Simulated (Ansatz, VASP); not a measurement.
PbSe: VASP beside Ansatz

File POSCAR:

```
PbSe
1.0
    0.0000000000      3.2326898701      3.2326898701
    3.2326898701      0.0000000000      3.2326898701
    3.2326898701      3.2326898701      0.0000000000
Pb Se
1 1
Direct
    0.0000000000      0.0000000000      0.0000000000
    0.5000000000      0.5000000000      0.5000000000
```

File INCAR.step1:

```
SYSTEM = PbSe
PREC = Accurate ; ENCUT = 550
ISMEAR = 0 ; SIGMA = 0.01
LREAL = .False. ; LASPH = .True.
NELM = 120 ; NBANDS = 17
GGA = PE ; ALGO = Normal
EDIFF = 1E-5 ; LWAVE = .True.
LCHARG = .False. ; GGA_COMPAT = .False.
```

INCAR.step2

```
SYSTEM = PbSe
PREC = Accurate ; ENCUT = 550
EDIFF = 1E-6 ; ISMEAR = 0
SIGMA = 0.01 ; LREAL = .False.
LASPH = .True. ; NELM = 120
ALGO = Normal ; ISIF = 2
LWAVE = .False. ; LCHARG = .True.
METAGGA = R2SCAN ; LMIXTAU = .True.
LELF = .True. ; LVHAR = .True.
NBANDS = 17 ; ISTART = 1
GGA_COMPAT = .False.
```

The input KPOINTS:

```
Automatic mesh
0
Gamma
  8 8 8
  0 0 0
```

Input for Ansatz:

```yaml
crystal:
  lattice:
    - [0.0, 3.2326898701, 3.2326898701]
    - [3.2326898701, 0.0, 3.2326898701]
    - [3.2326898701, 3.2326898701, 0.0]
  atoms:
    - { symbol: Pb, position: [0.0, 0.0, 0.0] }
    - { symbol: Se, position: [0.5, 0.5, 0.5] }
kpoints:
  mp_grid: { grid: [8, 8, 8] }
  band_path:
    path:
      - [0.0, 0.0, 0.0]
      - [0.5, 0.0, 0.5]
      - [0.625, 0.25, 0.625]
      - [0.375, 0.375, 0.75]
      - [0.5, 0.5, 0.5]
      - [0.5, 0.25, 0.75]
      - [0.0, 0.0, 0.5]
    npoints: 1
hamiltonian:
  xc: r2scan
scf:
  occupations: { method: fixed }
  n_extra_bands: 4
output:
  forces: true
  stress: true
  eigenvalues: true
```

Change from the starting cell: hydrostatic strain +5.3%.

Alike in both runs: task single point; functional r2SCAN; k mesh 8 × 8 × 8; no spin polarisation.

|  | VASP | Ansatz |
| --- | --- | --- |
| version | VASP 6.6.1 | Ansatz 0.2.0 |
| potentials or method | VASP PAW PBE potentials, release 64 (Pb_d, Se) | plane waves, PAW |
| plane-wave cutoff (eV) | 550 | 500 |
| occupations | gaussian, width 0.01 eV | fixed |
| valence electrons in the cell | 20 | 30 |

Ansatz gave:

```
gap on the k mesh at the Fermi level (eV) : 1.01
pressure (GPa)                            : -5.2
```

Task: What did VASP give for the same quantities?

Result: gap on the k mesh at the Fermi level (eV): 1.02; pressure (GPa): -5.2.

VASP's potentials were made for PBE, not for r2SCAN. VASP's potentials hold 20 valence electrons a cell and Ansatz's 30, so a difference there can come from the potentials and not from the codes.

Neither program's run includes spin-orbit coupling.
